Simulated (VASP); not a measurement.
A run of VASP 6.6.1 is set up as follows.

INCAR

```
SYSTEM = CdI2
PREC = Accurate ; ENCUT = 400
EDIFF = 1E-8 ; ISMEAR = -1
SIGMA = 0.03 ; LREAL = .False.
LASPH = .True. ; NELM = 120
ALGO = Normal ; ISIF = 2
LWAVE = .False. ; LCHARG = .False.
GGA = PS ; LEFG = .True.
NBANDS = 20 ; GGA_COMPAT = .False.
```

Contents of KPOINTS:

```
Automatic mesh
0
Gamma
  8 8 5
  0 0 0
```

Contents of POSCAR:

```
CdI2
1.0
    4.2439992147      0.0000000000      0.0000000000
   -2.1219996073      3.6754111335      0.0000000000
    0.0000000000      0.0000000000      6.8590000000
Cd I
1 2
Direct
    0.0000000000      0.0000000000      0.0000000000
    0.3333333333      0.6666666667      0.2492000000
    0.6666666667      0.3333333333      0.7508000000
```

Potentials or basis: VASP PAW PBE potentials, release 64 (Cd, I).

Command:

```sh
$ cat potpaw_PBE.64/Cd/POTCAR potpaw_PBE.64/I/POTCAR > POTCAR
$ mpirun -np 1 vasp_std > vasp.out
```

(1) What does it give for the largest force?

(2) Predict the band gap on the k mesh.

(3) Estimate the pressure.

## Answers

(1) 0.069 eV/Å.

(2) 2.29 eV, indirect (least direct gap 2.50 eV).

(3) -0.5 GPa.

Caveat: without QUAD_EFG the Cq values of the log hold for a quadrupole moment of 1 mb, not for the nuclei; the PAW data sets were made with another functional, which shifts forces and pressure a little; spin-orbit coupling is left out, which moves the levels of the heavy elements; this functional lacks dispersion, which binds the layers, so the pressure and a relaxed spacing across them are unreliable.
